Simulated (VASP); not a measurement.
# Sn2Se (P4/nmm) in VASP: a series of runs

Runs on Sn2Se. Level: PBE. Tasks: single point, relaxation of cell and atoms.

Program: VASP 6.6.1. These are calculated values, not measurements. Logs are shortened: lines on timing, memory, paths and dates and some standing lists are left out, and cuts for length are marked.

**1. The cell of the first run**

The structure is tetragonal, space group P4/nmm (No. 129). The conventional cell has a = 3.745 Å, b = 3.745 Å, c = 10.910 Å, α = 90.00°, β = 90.00°, γ = 90.00°. Sn (site symmetry 4mm) has 4 Se at 2.96 Å and 9 Sn at 3.21 to 3.75 Å within 3.9 Å. Sn (site symmetry 4mm) has 13 Sn at 3.14 to 3.75 Å and 1 Se at 3.15 Å within 4.1 Å. Within 3.9 Å of Se (site symmetry 4mm) lie 5 Sn at 2.96 to 3.15 Å and 4 Se at 3.75 Å.

**2. Single point, PBE**

INCAR reads:

```
  PREC = Accurate
  ENCUT = 520
  EDIFF = 1E-6
  ISMEAR = 0
  SIGMA = 0.1
  LREAL = False
  LASPH = True
  NELM = 60
  ALGO = Normal
  ISIF = 2
  LWAVE = False
  LCHARG = False
  GGA = PE
  NBANDS = 43
```

KPOINTS reads:

```
Automatic mesh
0
Gamma
  4 4 2
```

POSCAR reads:

```
Sn2Se
1.0
    3.7450034100      0.0000000000      0.0000000000
    0.0000000000      3.7450034100      0.0000000000
    0.0000000000      0.0000000000     10.9098882000
Sn Se
4 2
Direct
    0.5000000000      0.0000000000      0.7552999900
    0.0000000000      0.5000000000      0.2447000100
    0.5000000000      0.0000000000      0.0776000000
    0.0000000000      0.5000000000      0.9224000000
    0.5000000000      0.0000000000      0.3664999900
    0.0000000000      0.5000000000      0.6335000100
```

Potentials or basis: VASP PAW PBE potentials, release 64 (Sn_d, Se).

Launch:

```sh
$ cat potpaw_PBE.64/Sn_d/POTCAR potpaw_PBE.64/Se/POTCAR > POTCAR
$ mpirun -np 1 vasp_std > vasp.out
```

OUTCAR:

```text
PREC = Accurate
   ENCUT = 520
   EDIFF = 1E-6
   ISMEAR = 0
   LREAL = False
   LASPH = True
   NELM = 60
   ISIF = 2
   GGA = PE

 ion  position               nearest neighbor table
   1  0.500  0.000  0.755-   6 2.96   6 2.96   6 2.96   6 2.96   4 3.21   4 3.21   4 3.21   4 3.21
                             3 3.52
   2  0.000  0.500  0.245-   5 2.96   5 2.96   5 2.96   5 2.96   3 3.21   3 3.21   3 3.21   3 3.21
                             4 3.52
   3  0.500  0.000  0.078-   4 3.14   4 3.14   4 3.14   4 3.14   5 3.15   2 3.21   2 3.21   2 3.21
                             2 3.21   1 3.52
   4  0.000  0.500  0.922-   3 3.14   3 3.14   3 3.14   3 3.14   6 3.15   1 3.21   1 3.21   1 3.21
                             1 3.21   2 3.52
   5  0.500  0.000  0.366-   2 2.96   2 2.96   2 2.96   2 2.96   3 3.15
   6  0.000  0.500  0.634-   1 2.96   1 2.96   1 2.96   1 2.96   4 3.15

  LATTYP: Found a simple tetragonal cell.
 ALAT       =     3.7450034100
 C/A-ratio  =     2.9131851178

  Lattice vectors:

 A1 = (   3.7450034100,   0.0000000000,   0.0000000000)
 A2 = (   0.0000000000,   3.7450034100,   0.0000000000)
 A3 = (   0.0000000000,   0.0000000000,  10.9098882000)

Analysis of symmetry for initial positions (statically):
=====================================================================
 Subroutine PRICEL returns:
 Original cell was already a primitive cell.

 Routine SETGRP: Setting up the symmetry group for a
 simple tetragonal supercell.

 Subroutine GETGRP returns: Found 16 space group operations
 (whereof  8 operations were pure point group operations)
 out of a pool of 16 trial point group operations.

The static configuration has the point symmetry D_2d.
 The point group associated with its full space group is D_4h.

Analysis of symmetry for dynamics (positions and initial velocities):
=====================================================================
 Subroutine PRICEL returns:
 Original cell was already a primitive cell.

 Routine SETGRP: Setting up the symmetry group for a
 simple tetragonal supercell.

 Subroutine GETGRP returns: Found 16 space group operations
 (whereof  8 operations were pure point group operations)
 out of a pool of 16 trial point group operations.

The dynamic configuration has the point symmetry D_2d.
 The point group associated with its full space group is D_4h.

 Subroutine INISYM returns: Found 16 space group operations
 (whereof  8 operations are pure point group operations),
 and found     1 'primitive' translations

[... 91 lines left out ...]
   EDIFFG = 0.1E-04   stopping-criterion for IOM
   NSW    =      0    number of steps for IOM
   IBRION =     -1    ionic relax: 0-MD 1-quasi-New 2-CG
   NFREE  =      0    steps in history (QN), initial steepest desc. (CG)
   ISIF   =      2    stress and relaxation
   ISYM   =      2    0-nonsym 1-usesym 2-fastsym
   POTIM  = 0.5000    time-step for ionic-motion
   TEBEG  =    0.0;   TEEND  =   0.0 temperature during run
   PSTRESS=    0.0 pullay stress
   NELECT =      68.0000    total number of electrons
   NUPDOWN=      -1.0000    fix difference up-down
   EMIN   =  10.00;   EMAX   =-10.00  energy-range for DOS
   EFERMI =   0.00;   METHOD = LEGACY
   ISMEAR =     0;   SIGMA  =   0.10  broadening in eV -4-tet -1-fermi 0-gaus
   EFERMI_NEDOS =   21; number of points for ismear=-14 and -15
   IALGO  =     38    algorithm
   IMIX   =      4    mixing-type and parameters
     AMIX     =   0.40;   BMIX     =  1.00
     AMIX_MAG =   1.60;   BMIX_MAG =  1.00
  volume/ion in A,a.u.               =      25.50       172.10
  Fermi-wavevector in a.u.,A,eV,Ry     =   1.249308  2.360850 21.235575  1.560771
  Thomas-Fermi vector in A             =   2.383355
   LORBIT       =      0    0 simple, 1 ext, 2 COOP (PROOUT), +10 PAW based schemes
   GGA     = PE    functional components
   LHFCALC =     F    Hartree Fock is set to
   AEXX    =    0.0000 exact exchange contribution
   IVDW    =     0    specifies the selected vdW correction
   LEPSILON=     F    determine dielectric tensor
   LRPA    =     F    only Hartree local field effects (RPA)
 non-spin polarized calculation
 Gauss-broadening in eV      SIGMA  =   0.10
  energy-cutoff  :      520.00
  volume of cell :      153.01
 maximum number of plane-waves:      4148
 NGX is ok and might be reduce to    28
   NGX = 13   NGY = 13   NGZ = 41

 number of electron      68.0000033 magnetization

 Free energy of the ion-electron system (eV)
  ---------------------------------------------------
  ext. energy  EPLUGINS =         0.00000000
  ---------------------------------------------------
  free energy    TOTEN  =       -22.18026747 eV

  energy without entropy =      -22.16365727  energy(sigma->0) =      -22.17196237

 E-fermi :   7.0148     XC(G=0): -10.1551

 val. band max:        7.0143064456   @ k =   0.2500   0.2500   0.5000
 cond. band min:       7.0576000418   @ k =   0.0000   0.0000   0.0000
 fundamental gap:      0.0432935962
 Fermi energy:         7.0148071389

 k-point     1 :       0.0000    0.0000    0.0000
  band No.  band energies     occupation
      1     -14.8224      2.00000
      2     -14.8037      2.00000
      3     -14.7989      2.00000
      4     -14.7989      2.00000
      5     -14.7891      2.00000
      6     -14.7121      2.00000
[... 541 lines left out ...]
     42       9.6277      0.00000
     43      11.5980      0.00000

------------------------ aborting loop because EDIFF is reached ----------------------------------------

  FORCE on cell =-STRESS in cart. coord.  units (eV):
  Direction    XX          YY          ZZ          XY          YZ          ZX
  --------------------------------------------------------------------------------------
  -------------------------------------------------------------------------------------
  Total        4.2485450      4.2485450      3.3262042      0.0000000      0.0000000      0.0000000
  in kB       44.4862783     44.4862783     34.8284986      0.0000000      0.0000000      0.0000000
  external PRESSURE =      41.2670184 kB  Pullay stress =       0.0000000 kB

 VOLUME and BASIS-vectors are now :
 -----------------------------------------------------------------------------
  energy-cutoff  :      520.00
  volume of cell :      153.01
      direct lattice vectors                 reciprocal lattice vectors
     3.745003410  0.000000000  0.000000000     0.267022454  0.000000000  0.000000000
     0.000000000  3.745003410  0.000000000     0.000000000  0.267022454  0.000000000
     0.000000000  0.000000000 10.909888200     0.000000000  0.000000000  0.091659968

 POSITION                                       TOTAL-FORCE (eV/Angst)
 -----------------------------------------------------------------------------------
      1.87250      0.00000      8.24024         0.000000     -0.000000     -0.990527
      0.00000      1.87250      2.66965         0.000000      0.000000      0.990527
      1.87250      0.00000      0.84661        -0.000000     -0.000000      0.366197
      0.00000      1.87250     10.06328         0.000000     -0.000000     -0.366197
      1.87250      0.00000      3.99847         0.000000     -0.000000     -0.102653
      0.00000      1.87250      6.91141         0.000000     -0.000000      0.102653
 -----------------------------------------------------------------------------------
    total drift:                                0.000000      0.000000      0.000000

  FREE ENERGIE OF THE ION-ELECTRON SYSTEM (eV)
  ---------------------------------------------------
  free  energy   TOTEN  =       -22.1802674739 eV

  energy  without entropy=      -22.1636572743  energy(sigma->0) =      -22.17196237
```

OSZICAR:

```text
N       E                     dE             d eps       ncg     rms          rms(c)
DAV:   1     0.739609912308E+03    0.73961E+03   -0.33072E+04  1097   0.229E+03
DAV:   2     0.951950253106E+02   -0.64441E+03   -0.62690E+03  1040   0.620E+02
DAV:   3    -0.155391335657E+02   -0.11073E+03   -0.10767E+03  1197   0.206E+02
DAV:   4    -0.223046895479E+02   -0.67656E+01   -0.66935E+01  1170   0.531E+01
DAV:   5    -0.224971417769E+02   -0.19245E+00   -0.19203E+00  1290   0.946E+00    0.494E+00
DAV:   6    -0.222072086419E+02    0.28993E+00   -0.56737E-01  1390   0.497E+00    0.307E+00
DAV:   7    -0.221829302698E+02    0.24278E-01   -0.26569E-01  1449   0.396E+00    0.147E+00
DAV:   8    -0.221805239619E+02    0.24063E-02   -0.54951E-02  1319   0.213E+00    0.304E-01
DAV:   9    -0.221801469700E+02    0.37699E-03   -0.43768E-03  1553   0.742E-01    0.147E-01
DAV:  10    -0.221802581391E+02   -0.11117E-03   -0.27138E-03  1156   0.414E-01    0.491E-02
DAV:  11    -0.221802564674E+02    0.16717E-05   -0.17974E-04  1201   0.149E-01    0.220E-02
DAV:  12    -0.221802655803E+02   -0.91129E-05   -0.28695E-05  1182   0.108E-01    0.560E-03
DAV:  13    -0.221802677761E+02   -0.21958E-05   -0.51186E-06  1062   0.196E-02    0.432E-03
DAV:  14    -0.221802674739E+02    0.30220E-06   -0.34591E-07   591   0.157E-02
   1 F= -.22180267E+02 E0= -.22171962E+02  d E =-.166102E-01
```

stdout:

```text
POSCAR found type information on POSCAR SnSe
 POSCAR found :  2 types and       6 ions
 scaLAPACK will be used
 LDA part: xc-table for (Slater+PW92), standard interpolation
 POSCAR, INCAR and KPOINTS ok, starting setup
 FFT: planning ... GRIDC
 FFT: planning ... GRID_SOFT
 FFT: planning ... GRID
 WAVECAR not read
 entering main loop
```

Wall time 57 s (1 thread of AMD EPYC 9R45 (Zen 5), shared host); peak memory 0.24 GiB.

Results:

```
Free energy            : -22.1803 eV
Pressure               : 4.1 GPa
Largest force          : 0.991 eV/Å
Band gap on the k mesh : zero (band 34 reaches 7.72 eV, above the bottom of band 35 at 6.16 eV)
```

Forces in eV/Å, atoms in the order of the input:
```
Sn   0.000  0.000 -0.991
Sn   0.000  0.000  0.991
Sn   0.000  0.000  0.366
Sn   0.000  0.000 -0.366
Se   0.000  0.000 -0.103
Se   0.000  0.000  0.103
```

Stress tensor (GPa, compression positive):
```
4.45 0.00 0.00
0.00 4.45 0.00
0.00 0.00 3.48
```

Levels at points of the mesh, in eV from the Fermi level:
```
           k point  band 30  band 31  band 32  band 33  band 34  band 35  band 36  band 37  band 38  band 39
(0.00, 0.00, 0.00)    -1.84    -1.84    -0.77     0.04     0.04     0.20     0.80     2.77     2.77     3.12
(0.50, 0.00, 0.00)    -2.88    -0.87    -0.87     0.60     0.60     1.93     1.93     2.35     2.35     3.08
(0.50, 0.50, 0.00)    -4.72    -3.44    -3.44    -2.16    -2.16    -0.42    -0.42    -0.30    -0.30     1.82
(0.00, 0.00, 0.50)    -2.00    -2.00    -0.87     0.13     0.16     0.16     0.69     2.56     2.56     3.61
(0.50, 0.00, 0.50)    -2.02    -0.87    -0.87    -0.25    -0.25     2.22     2.22     2.32     2.32     3.12
(0.50, 0.50, 0.50)    -4.97    -3.17    -3.17    -2.47    -2.47    -0.86    -0.86     0.42     0.42     2.44
```

Caveat: the k points lie up to 0.42 Å⁻¹ apart; spin-orbit coupling is left out, which moves the levels of the heavy elements; this functional lacks dispersion, which binds the layers, so the pressure and a relaxed spacing across them are unreliable.

[end of part 1 of 2]
